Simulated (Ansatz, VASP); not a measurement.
## Two plane-wave programs on Hf

```xyz
1
Lattice="0.0000 2.2051 2.2051 2.2051 0.0000 2.2051 2.2051 2.2051 0.0000" Properties=species:S:1:pos:R:3 pbc="T T T"
Hf    0.0000    0.0000    0.0000
```

Alike in both runs: task single point; functional PBE0; k mesh 6 × 6 × 6; occupations fermi-dirac, width 0.05 eV; no spin polarisation.

|  | VASP | Ansatz |
| --- | --- | --- |
| version | VASP 6.6.1 | Ansatz 0.2.0 |
| potentials or method | VASP PAW PBE potentials, release 64 (Hf_pv) | Ansatz PAW |
| plane-wave cutoff (eV) | 520 | 420 |
| valence electrons in the cell | 10 | 26 |

|  | VASP | Ansatz | Ansatz less VASP |
| --- | --- | --- | --- |
| gap on the k mesh at the Fermi level (eV) | none | none | - |
| pressure (GPa) | 4.1 | 6.4 | +2.30 |

A gap of «none» marks a metal or a gap that the smearing closes. The functional is the same, so the differences come from potentials, cutoffs and numerics. VASP's potentials hold 10 valence electrons a cell and Ansatz's 26, so a difference there can come from the potentials and not from the codes.

The k mesh is coarse, so the values compare programs but aren't converged. Neither program's run includes spin-orbit coupling.
